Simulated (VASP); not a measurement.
# TiB5 (P6/mmm) in VASP: further runs

TiB5 is run at these levels: PBE; tasks: single point, relaxation of cell and atoms.

Everything below comes from runs of VASP 6.6.1. Logs are shortened: lines on timing, memory, paths and dates and some standing lists are left out, and cuts for length are marked.

## Step 1: The cell of the first run

Symmetry: P6/mmm, No. 191, hexagonal system. Conventional cell: a = 4.165 Å, b = 4.165 Å, c = 2.887 Å, α = 90.00°, β = 90.00°, γ = 120.00°. Ti (site symmetry 6/mmm) has 18 B at 2.40 to 2.53 Å and 2 Ti at 2.89 Å within 3.2 Å. Within 2.5 Å of B (site symmetry -6m2) lie 9 B at 1.88 to 2.40 Å and 3 Ti at 2.40 Å. Within 2.5 Å of B (site symmetry mmm) lie 8 B at 1.88 to 2.08 Å.

## Step 2: Single point, PBE

Input file INCAR:

```
SYSTEM = TiB5
PREC = Accurate ; ENCUT = 520
EDIFF = 1E-6 ; ISMEAR = 0
SIGMA = 0.1 ; LREAL = .FALSE.
LASPH = .TRUE. ; NELM = 100
ALGO = Normal ; ISIF = 2
LWAVE = .FALSE. ; LCHARG = .FALSE.
GGA = PE ; NBANDS = 22
```

Input file KPOINTS:

```
Automatic mesh
0
G
  6 6 6
  0 0 0
```

Input file POSCAR:

```
TiB5
1.0
    4.1648839079     -0.0000000027      0.0000000000
   -2.0824419516      3.6068952695      0.0000000000
    0.0000000000      0.0000000000      2.8869640590
Ti B
1 5
Direct
    0.0000000000      0.0000000000      0.0000000000
    0.3333333333      0.6666666667      0.0000000000
    0.6666666667      0.3333333333      0.0000000000
    0.5000000000      0.0000000000      0.5000000000
    0.5000000000      0.5000000000      0.5000000000
    0.0000000000      0.5000000000      0.5000000000
```

Potentials or basis: VASP PAW PBE potentials, release 64 (Ti_sv, B).

Command:

```bash
cat potpaw_PBE.64/Ti_sv/POTCAR potpaw_PBE.64/B/POTCAR > POTCAR
mpirun -np 1 vasp_std > vasp.out
```

OUTCAR:

```text
SYSTEM = TiB5
   PREC = Accurate
   ENCUT = 520
   EDIFF = 1E-6
   ISMEAR = 0
   LREAL = .FALSE.
   LASPH = .TRUE.
   NELM = 100
   ISIF = 2
   GGA = PE

 ion  position               nearest neighbor table
   1  0.000  0.000  0.000-   2 2.40   3 2.40   3 2.40   2 2.40   3 2.40   2 2.40   4 2.53   4 2.53
                             4 2.53   4 2.53   6 2.53   6 2.53   6 2.53   6 2.53   5 2.53   5 2.53
   2  0.333  0.667  0.000-   6 1.88   6 1.88   4 1.88   4 1.88   5 1.88   5 1.88   1 2.40   1 2.40
                             1 2.40
   3  0.667  0.333  0.000-   6 1.88   6 1.88   4 1.88   4 1.88   5 1.88   5 1.88   1 2.40   1 2.40
                             1 2.40
   4  0.500  0.000  0.500-   2 1.88   3 1.88   2 1.88   3 1.88   5 2.08   5 2.08   6 2.08   6 2.08
                             1 2.53   1 2.53   1 2.53   1 2.53
   5  0.500  0.500  0.500-   2 1.88   3 1.88   2 1.88   3 1.88   6 2.08   6 2.08   4 2.08   4 2.08
                             1 2.53   1 2.53   1 2.53   1 2.53
   6  0.000  0.500  0.500-   2 1.88   3 1.88   2 1.88   3 1.88   5 2.08   5 2.08   4 2.08   4 2.08
                             1 2.53   1 2.53   1 2.53   1 2.53

  LATTYP: Found a hexagonal cell.
 ALAT       =     4.1648839079
 C/A-ratio  =     0.6931679545

  Lattice vectors:

 A1 = (   4.1648839079,  -0.0000000027,   0.0000000000)
 A2 = (  -2.0824419516,   3.6068952695,   0.0000000000)
 A3 = (   0.0000000000,   0.0000000000,   2.8869640590)

Analysis of symmetry for initial positions (statically):
=====================================================================
 Subroutine PRICEL returns:
 Original cell was already a primitive cell.

 Routine SETGRP: Setting up the symmetry group for a
 hexagonal supercell.

 Subroutine GETGRP returns: Found 24 space group operations
 (whereof 24 operations were pure point group operations)
 out of a pool of 24 trial point group operations.

The static configuration has the point symmetry D_6h.

Analysis of symmetry for dynamics (positions and initial velocities):
=====================================================================
 Subroutine PRICEL returns:
 Original cell was already a primitive cell.

 Routine SETGRP: Setting up the symmetry group for a
 hexagonal supercell.

 Subroutine GETGRP returns: Found 24 space group operations
 (whereof 24 operations were pure point group operations)
 out of a pool of 24 trial point group operations.

The dynamic configuration has the point symmetry D_6h.

 Subroutine INISYM returns: Found 24 space group operations
 (whereof 24 operations are pure point group operations),
 and found     1 'primitive' translations

----------------------------------------------------------------------------------------

                                     Primitive cell

  volume of cell :      43.3688

  direct lattice vectors                    reciprocal lattice vectors
     4.164883908 -0.000000003  0.000000000     0.240102731  0.138623376  0.000000000
    -2.082441952  3.606895269  0.000000000     0.000000000  0.277246753  0.000000000
     0.000000000  0.000000000  2.886964059     0.000000000  0.000000000  0.346384638

  length of vectors
     4.164883908  4.164883908  2.886964059     0.277246753  0.277246753  0.346384638

  position of ions in fractional coordinates (direct lattice)
     0.000000000  0.000000000  0.000000000
     0.333333333  0.666666667  0.000000000
     0.666666667  0.333333333  0.000000000
     0.500000000  0.000000000  0.500000000
     0.500000000  0.500000000  0.500000000
     1.000000000  0.500000000  0.500000000

  ion indices of the primitive-cell ions
   primitive index   ion index
                 1           1
                 2           2
                 3           3
                 4           4
                 5           5
                 6           6

----------------------------------------------------------------------------------------

 KPOINTS: Automatic mesh

Automatic generation of k-mesh.
 Grid dimensions read from file:
 generate k-points for:    6    6    6

 Generating k-lattice:

  Cartesian coordinates                     Fractional coordinates (reciprocal lattice)
     0.040017122  0.023103896  0.000000000     0.166666667 -0.000000000  0.000000000
     0.000000000  0.046207792  0.000000000     0.000000000  0.166666667  0.000000000
     0.000000000  0.000000000  0.057730773     0.000000000  0.000000000  0.166666667

  Length of vectors
     0.046207792  0.046207792  0.057730773

  Shift w.r.t. Gamma in fractional coordinates (k-lattice)
     0.000000000  0.000000000  0.000000000

 Subroutine IBZKPT returns following result:
 ===========================================

 Found     28 irreducible k-points:

 Following reciprocal coordinates:
            Coordinates               Weight
  0.000000  0.000000  0.000000      1.000000
  0.166667  0.000000  0.000000      6.000000
  0.333333  0.000000  0.000000      6.000000
  0.500000  0.000000  0.000000      3.000000
  0.166667  0.166667  0.000000      6.000000
  0.333333  0.166667  0.000000     12.000000
[... 16 lines left out ...]
  0.166667  0.000000  0.500000      6.000000
  0.333333  0.000000  0.500000      6.000000
 [... further k-points ...]
   k-points           NKPTS =     28   k-points in BZ     NKDIM =     28   number of bands    NBANDS=     22
   number of dos      NEDOS =    301   number of ions     NIONS =      6
   total plane-waves  NPLWV =  24576
   dimension x,y,z NGX =    32 NGY =   32 NGZ =   24
   dimension x,y,z NGXF=    64 NGYF=   64 NGZF=   48
   ions per type =               1   5
   NGX,Y,Z   is equivalent  to a cutoff of  12.77, 12.77, 13.82 a.u.
   NGXF,Y,Z  is equivalent  to a cutoff of  25.55, 25.55, 27.64 a.u.
 SYSTEM =  TiB5
   PREC   = accura    normal or accurate (medium, high low for compatibility)
   ISTART =      0    job   : 0-new  1-cont  2-samecut
   ICHARG =      2    charge: 1-file 2-atom 10-const
   ISPIN  =      1    spin polarized calculation?
   LNONCOLLINEAR =      F non collinear calculations
   LSORBIT =      F    spin-orbit coupling
   LASPH  =      T    aspherical Exc in radial PAW
   ENCUT  =  520.0 eV  38.22 Ry    6.18 a.u.   7.74  7.74  5.37*2*pi/ulx,y,z
   NELM   =    100;   NELMIN=  2; NELMDL= -5     # of ELM steps
   EDIFF  = 0.1E-05   stopping-criterion for ELM
   LREAL  =      F    real-space projection
   EDIFFG = 0.1E-04   stopping-criterion for IOM
   NSW    =      0    number of steps for IOM
   IBRION =     -1    ionic relax: 0-MD 1-quasi-New 2-CG
   NFREE  =      0    steps in history (QN), initial steepest desc. (CG)
   ISIF   =      2    stress and relaxation
   ISYM   =      2    0-nonsym 1-usesym 2-fastsym
   POTIM  = 0.5000    time-step for ionic-motion
   TEBEG  =    0.0;   TEEND  =   0.0 temperature during run
   PSTRESS=    0.0 pullay stress
   NELECT =      27.0000    total number of electrons
   NUPDOWN=      -1.0000    fix difference up-down
   EMIN   =  10.00;   EMAX   =-10.00  energy-range for DOS
   EFERMI =   0.00;   METHOD = LEGACY
   ISMEAR =     0;   SIGMA  =   0.10  broadening in eV -4-tet -1-fermi 0-gaus
   EFERMI_NEDOS =   21; number of points for ismear=-14 and -15
   IALGO  =     38    algorithm
   IMIX   =      4    mixing-type and parameters
     AMIX     =   0.40;   BMIX     =  1.00
     AMIX_MAG =   1.60;   BMIX_MAG =  1.00
  volume/ion in A,a.u.               =       7.23        48.78
  Fermi-wavevector in a.u.,A,eV,Ry     =   1.397881  2.641612 26.586747  1.954071
  Thomas-Fermi vector in A             =   2.521094
   LORBIT       =      0    0 simple, 1 ext, 2 COOP (PROOUT), +10 PAW based schemes
   GGA     = PE    functional components
   LHFCALC =     F    Hartree Fock is set to
   AEXX    =    0.0000 exact exchange contribution
   IVDW    =     0    specifies the selected vdW correction
   LEPSILON=     F    determine dielectric tensor
   LRPA    =     F    only Hartree local field effects (RPA)
 non-spin polarized calculation
 Gauss-broadening in eV      SIGMA  =   0.10
  energy-cutoff  :      520.00
  volume of cell :       43.37
 maximum number of plane-waves:      1187
 NGX is ok and might be reduce to    32
   NGX = 15   NGY = 15   NGZ = 11

 number of electron      27.0000006 magnetization

 Free energy of the ion-electron system (eV)
  ---------------------------------------------------
  ext. energy  EPLUGINS =         0.00000000
  ---------------------------------------------------
  free energy    TOTEN  =       -38.98713566 eV

  energy without entropy =      -38.97014035  energy(sigma->0) =      -38.97863800

 E-fermi :  10.5566     XC(G=0): -12.8714

 val. band max:       10.5173148437   @ k =   0.1667   0.0000   0.5000
 cond. band min:      10.5596087496   @ k =   0.3333   0.1667   0.3333
 fundamental gap:      0.0422939059
 Fermi energy:        10.5566333812

 k-point     1 :       0.0000    0.0000    0.0000
  band No.  band energies     occupation
      1     -46.4560      2.00000
      2     -22.8213      2.00000
      3     -22.8213      2.00000
      4     -22.5667      2.00000
      5      -6.2739      2.00000
      6      -0.0209      2.00000
[... 14 lines left out ...]
     21      16.5588      0.00000
     22      16.9028      0.00000

 k-point     2 :       0.1667    0.0000    0.0000
  band No.  band energies     occupation
      1     -46.4558      2.00000
      2     -22.8296      2.00000
      3     -22.8235      2.00000
      4     -22.5661      2.00000
      5      -6.0159      2.00000
      6      -1.1315      2.00000
[... 14 lines left out ...]
     21      15.8859      0.00000
     22      16.2643      0.00000

 k-point     3 :       0.3333    0.0000    0.0000
  band No.  band energies     occupation
      1     -46.4553      2.00000
      2     -22.8460      2.00000
      3     -22.8279      2.00000
      4     -22.5648      2.00000
      5      -5.2963      2.00000
      6      -2.6202      2.00000
[... 14 lines left out ...]
     21      15.0242      0.00000
     22      17.6003      0.00000

 k-point     4 :       0.5000    0.0000    0.0000
  band No.  band energies     occupation
      1     -46.4550      2.00000
      2     -22.8542      2.00000
      3     -22.8301      2.00000
      4     -22.5641      2.00000
      5      -4.5358      2.00000
      6      -3.6265      2.00000
[... 14 lines left out ...]
     21      15.1527      0.00000
     22      17.3550      0.00000

 k-point     5 :       0.1667    0.1667    0.0000
  band No.  band energies     occupation
      1     -46.4554      2.00000
      2     -22.8404      2.00000
      3     -22.8283      2.00000
      4     -22.5651      2.00000
      5      -5.5260      2.00000
      6      -2.1764      2.00000
[... 14 lines left out ...]
     21      15.3752      0.00000
     22      17.8295      0.00000

 k-point     6 :       0.3333    0.1667    0.0000
  band No.  band energies     occupation
      1     -46.4550      2.00000
      2     -22.8501      2.00000
      3     -22.8342      2.00000
      4     -22.5641      2.00000
      5      -4.6824      2.00000
      6      -3.3097      2.00000
[... 14 lines left out ...]
     21      14.8304      0.00000
     22      17.2293      0.00000

 k-point     7 :       0.3333    0.3333    0.0000
  band No.  band energies     occupation
      1     -46.4549      2.00000
      2     -22.8448      2.00000
      3     -22.8448      2.00000
      4     -22.5638      2.00000
      5      -3.9467      2.00000
      6      -3.9467      2.00000
[... 324 lines left out ...]
      6      -1.9893      2.00000
[... 14 lines left out ...]
     21      15.8865      0.00000
     22      16.6880      0.00000

 k-point    21 :       0.3333    0.3333    0.3333
  band No.  band energies     occupation
      1     -46.4193      2.00000
      2     -22.8770      2.00000
      3     -22.7997      2.00000
      4     -22.7997      2.00000
      5      -2.6763      2.00000
      6      -2.6763      2.00000
[... 14 lines left out ...]
     21      15.0986      0.00000
     22      17.9171      0.00000

 k-point    22 :       0.0000    0.0000    0.5000
  band No.  band energies     occupation
      1     -46.4085      2.00000
      2     -22.9838      2.00000
      3     -22.7637      2.00000
      4     -22.7637      2.00000
      5      -3.1251      2.00000
      6      -2.4051      2.00000
[... 14 lines left out ...]
     21      14.7903      0.00000
     22      14.7903      0.00000

 k-point    23 :       0.1667    0.0000    0.5000
  band No.  band energies     occupation
      1     -46.4083      2.00000
      2     -22.9827      2.00000
      3     -22.7708      2.00000
      4     -22.7658      2.00000
      5      -2.9912      2.00000
      6      -2.1300      2.00000
[... 14 lines left out ...]
     21      14.8259      0.00000
     22      16.8125      0.00000

 k-point    24 :       0.3333    0.0000    0.5000
  band No.  band energies     occupation
      1     -46.4078      2.00000
      2     -22.9803      2.00000
      3     -22.7851      2.00000
      4     -22.7701      2.00000
      5      -2.6121      2.00000
      6      -1.3624      2.00000
[... 14 lines left out ...]
     21      16.2142      0.00000
     22      17.5114      0.00000

 [... further k-points ...]

------------------------ aborting loop because EDIFF is reached ----------------------------------------

  FORCE on cell =-STRESS in cart. coord.  units (eV):
  Direction    XX          YY          ZZ          XY          YZ          ZX
  --------------------------------------------------------------------------------------
  -------------------------------------------------------------------------------------
  Total       -0.0401127     -0.0401127     -0.0875527     -0.0000000      0.0000000      0.0000000
  in kB       -1.4818838     -1.4818838     -3.2344627     -0.0000000      0.0000000      0.0000000
  external PRESSURE =      -2.0660767 kB  Pullay stress =       0.0000000 kB

 VOLUME and BASIS-vectors are now :
 -----------------------------------------------------------------------------
  energy-cutoff  :      520.00
  volume of cell :       43.37
      direct lattice vectors                 reciprocal lattice vectors
     4.164883908 -0.000000003  0.000000000     0.240102731  0.138623376  0.000000000
    -2.082441952  3.606895269  0.000000000     0.000000000  0.277246753  0.000000000
     0.000000000  0.000000000  2.886964059     0.000000000  0.000000000  0.346384638

 POSITION                                       TOTAL-FORCE (eV/Angst)
 -----------------------------------------------------------------------------------
      0.00000      0.00000      0.00000         0.000000     -0.000000     -0.000000
      0.00000      2.40460      0.00000        -0.000000      0.000000      0.000000
      2.08244      1.20230      0.00000         0.000000     -0.000000     -0.000000
      2.08244     -0.00000      1.44348        -0.000000     -0.000000     -0.000000
      1.04122      1.80345      1.44348         0.000000     -0.000000     -0.000000
     -1.04122      1.80345      1.44348         0.000000     -0.000000     -0.000000
 -----------------------------------------------------------------------------------
    total drift:                                0.000000     -0.000000      0.000000

  FREE ENERGIE OF THE ION-ELECTRON SYSTEM (eV)
  ---------------------------------------------------
  free  energy   TOTEN  =       -38.9871356624 eV

  energy  without entropy=      -38.9701403463  energy(sigma->0) =      -38.97863800
```

Wall time 15 s (1 thread of Intel Xeon 6975P-C, shared host); peak memory 0.17 GiB.

Results:

- Free energy: -38.9871 eV
- Pressure: -0.2 GPa

Stress tensor (GPa, compression positive):
```
-0.15  0.00  0.00
 0.00 -0.15  0.00
 0.00  0.00 -0.32
```

Caveat: the k points lie up to 0.36 Å⁻¹ apart.

## Step 3: Single point, PBE

This run uses another cell than the first one, of 9.74 Å³/atom, 1.348 times its volume.

Input file INCAR:

```
SYSTEM = TiB5
PREC = Accurate
ENCUT = 520
EDIFF = 1E-6
ISMEAR = 0
SIGMA = 0.1
LREAL = .FALSE.
LASPH = .TRUE.
NELM = 100
ALGO = Normal
ISIF = 2
LWAVE = .FALSE.
LCHARG = .FALSE.
GGA = PE
NBANDS = 22
```

Input file KPOINTS:

```
regular mesh
0
G
  6 6 6
  0 0 0
```

Input file POSCAR:

```
TiB5
1.0
    4.3774152900      0.0000000000      0.0000000000
   -2.1887076400      3.7909528400      0.0000000000
    0.0000000000      0.0000000000      3.5217725400
Ti B
1 5
Direct
    0.0000000000      0.0000000000      0.0000000000
    0.3333333300      0.6666666700      0.0000000000
    0.6666666700      0.3333333300      0.0000000000
    0.5000000000      0.0000000000      0.5000000000
    0.5000000000      0.5000000000      0.5000000000
    0.0000000000      0.5000000000      0.5000000000
```

Potentials or basis: VASP PAW PBE potentials, release 64 (Ti_sv, B).

Command:

```bash
cat potpaw_PBE.64/Ti_sv/POTCAR potpaw_PBE.64/B/POTCAR > POTCAR
mpirun -np 1 vasp_std > vasp.out
```

Wall time 29 s (1 thread of Intel Xeon 6975P-C, shared host); peak memory 0.19 GiB.

The run converged. Its results:

```
Free energy : -35.7193 eV
Pressure    : -40.7 GPa
```

Stress tensor (GPa, compression positive):
```
-32.54   0.00   0.00
  0.00 -32.54   0.00
  0.00   0.00 -57.02
```

Levels at points of the mesh, in eV from the Fermi level:
| k point | band 12 | band 13 | band 14 | band 15 | band 16 | band 17 |
| --- | --- | --- | --- | --- | --- | --- |
| (0.00, 0.00, 0.00) | -3.43 | 0.67 | 0.67 | 1.13 | 1.39 | 1.99 |
| (0.50, 0.00, 0.00) | -1.59 | -1.15 | -0.17 | 0.18 | 0.84 | 1.47 |
| (0.00, 0.00, 0.50) | -2.99 | -2.40 | -2.40 | 1.14 | 1.14 | 1.44 |
| (0.50, 0.00, 0.50) | -1.95 | -0.42 | 0.64 | 1.70 | 1.78 | 2.10 |

## Step 4: Single point, PBE

Input file INCAR:

```
SYSTEM = TiB5
ALGO = Normal ; EDIFF = 1E-6
ENCUT = 520 ; GGA = PE
ISIF = 2 ; ISMEAR = 0
LASPH = .TRUE. ; LCHARG = .FALSE.
LREAL = .FALSE. ; LWAVE = .FALSE.
NBANDS = 22 ; NELM = 80
PREC = Accurate ; SIGMA = 0.1
```

Input file KPOINTS:

```
k-points
0
G
  12 12 14
  0 0 0
```

Input file POSCAR:

```
TiB5
1.0
    4.1585169832      0.0000000000      0.0000000000
   -2.0792584916      3.6013813495      0.0000000000
    0.0000000000      0.0000000000      2.8932881185
Ti B
1 5
Direct
    0.0000000000      0.0000000000      0.0000000000
    0.3333333333      0.6666666667      0.0000000000
    0.6666666667      0.3333333333      0.0000000000
    0.5000000000      0.0000000000      0.5000000000
    0.5000000000      0.5000000000      0.5000000000
    0.0000000000      0.5000000000      0.5000000000
```

Command:

```bash
cat potpaw_PBE.64/Ti_sv/POTCAR potpaw_PBE.64/B/POTCAR > POTCAR
mpirun -np 1 vasp_std > vasp.out
```

Run time: 89 s. Hardware: 1 thread of Intel Xeon 6975P-C, shared host; peak memory 0.26 GiB.

It converged, with:

```yaml
Free_energy: -38.9547 eV
Pressure: 0.0 GPa
```

Levels at points of the mesh, in eV from the Fermi level:
| k point | band 12 | band 13 | band 14 | band 15 | band 16 | band 17 |
| --- | --- | --- | --- | --- | --- | --- |
| (0.00, 0.00, 0.00) | -2.73 | 1.44 | 1.44 | 2.03 | 3.21 | 3.21 |
| (0.50, 0.00, 0.00) | -2.38 | -1.45 | 0.40 | 0.46 | 1.40 | 2.80 |
| (0.00, 0.00, 0.50) | -2.83 | -2.17 | -2.17 | 1.06 | 1.06 | 3.15 |
| (0.50, 0.00, 0.50) | -2.35 | -0.74 | -0.09 | 1.72 | 2.65 | 3.17 |

[end of part 1 of 2]
